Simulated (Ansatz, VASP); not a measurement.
One calculation of Zr, two programs

```
CELL_PARAMETERS angstrom
0.00000 2.23617 2.23617
2.23617 0.00000 2.23617
2.23617 2.23617 0.00000
ATOMIC_POSITIONS crystal
Zr 0.00000 0.00000 0.00000
```

Alike in both runs: task single point; functional PBE; k mesh 16 × 16 × 16; occupations gaussian, width 0.1 eV; no spin polarisation.

|  | VASP | Ansatz |
| --- | --- | --- |
| version | VASP 6.6.1 | Ansatz 0.2.0 |
| potentials or method | VASP PAW PBE potentials, release 64 (Zr_sv), cutoff 520 eV | scalar-relativistic, plane waves, PAW |
| valence electrons in the cell | 12 | 12 |

```csv
,VASP,Ansatz,Ansatz less VASP
gap on the k mesh at the Fermi level (eV),none,none,-
pressure (GPa),3.5,3.5,-0.03
```

A gap of «none» marks a metal or a gap that the smearing closes. The functional is the same, so the differences come from potentials, cutoffs and numerics.
